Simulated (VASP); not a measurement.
A run of VASP 6.6.1:

The input POSCAR:

```
GaN
1.0
    3.2467588455      0.0000000000      0.0000000000
   -1.6233794227      2.8117756401      0.0000000000
    0.0000000000      0.0000000000      5.1213799331
Ga N
2 2
Direct
    0.6666666667      0.3333333333      0.4991072756
    0.3333333333      0.6666666667      0.9991072756
    0.6666666667      0.3333333333      0.8758927244
    0.3333333333      0.6666666667      0.3758927244
```

The input INCAR.step1:

```
ALGO = Normal
EDIFF = 1E-4
ENCUT = 520
GGA = PE
ISMEAR = 0
LASPH = T
LCHARG = F
LREAL = F
LWAVE = T
NBANDS = 26
NELM = 80
PREC = Accurate
SIGMA = 0.02
```

Contents of INCAR.step2:

```
ALGO = Normal
EDIFF = 1E-6
ENCUT = 520
ISIF = 2
ISMEAR = 0
ISTART = 1
LASPH = T
LCHARG = F
LMIXTAU = T
LREAL = F
LWAVE = F
METAGGA = R2SCAN
NBANDS = 26
NELM = 80
PREC = Accurate
SIGMA = 0.02
```

Contents of KPOINTS:

```
k-points
0
Gamma
  12 12 6
```

Potentials or basis: VASP PAW PBE potentials, release 64 (Ga_d, N).

Run with:

```console
$ cat potpaw_PBE.64/Ga_d/POTCAR potpaw_PBE.64/N/POTCAR > POTCAR
$ cp INCAR.step1 INCAR
$ mpirun -np 1 vasp_std > vasp.out
$ cp INCAR.step2 INCAR
$ mpirun -np 1 vasp_std > vasp.out
```

Hardware: 1 thread of Intel(R) Xeon(R) 6975P-C (Granite Rapids), with other jobs on the host.

**Question.** Estimate the wall time of this run.

**Answer.** Wall time 99 s on 1 thread of Intel(R) Xeon(R) 6975P-C (Granite Rapids) (shared host), peak memory 0.22 GiB. Counts: k points 76.
